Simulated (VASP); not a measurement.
# KBr: single point with r2SCAN

KBr:

```xyz
2
Lattice="0.0000 3.3024 3.3024 3.3024 0.0000 3.3024 3.3024 3.3024 0.0000" Properties=species:S:1:pos:R:3 pbc="T T T"
K     0.0000    0.0000    0.0000
Br    3.3024    3.3024    3.3024
```

* Program: VASP 6.6.1
* Task: single point
* Functional: r2SCAN
* Potentials or basis: VASP PAW PBE potentials, release 64 (K_sv, Br)
* Cutoff: 520 eV
* k mesh: 4 × 4 × 4
* Occupations: gaussian, width 0.01 eV
* Spin: no spin polarisation

```yaml
Pressure: 0.0 GPa
Band_gap_on_the_k_mesh: 5.07 eV
```

Levels at points of the mesh, in eV from the valence-band top:
| k point | band 5 | band 6 | band 7 | band 8 | band 9 | band 10 | band 11 | band 12 |
| --- | --- | --- | --- | --- | --- | --- | --- | --- |
| (0.00, 0.00, 0.00) | -11.59 | 0.00 | 0.00 | 0.00 | 5.07 | 8.24 | 8.24 | 8.24 |
| (0.50, 0.00, 0.00) | -11.35 | -1.16 | -0.33 | -0.33 | 7.13 | 8.86 | 10.53 | 10.53 |
| (0.50, 0.50, 0.00) | -11.63 | -0.82 | -0.29 | -0.29 | 6.36 | 8.02 | 10.12 | 10.20 |

It took 48 s on 1 thread of Intel(R) Xeon(R) Platinum 8259CL CPU @ 2.50GHz (Skylake/Cascade Lake) (shared host), peak memory 0.22 GiB.

Caveat: the PAW data sets were made with another functional, which shifts forces and pressure a little. r2SCAN opens gaps a little over a GGA but as a rule still falls short of measured ones.
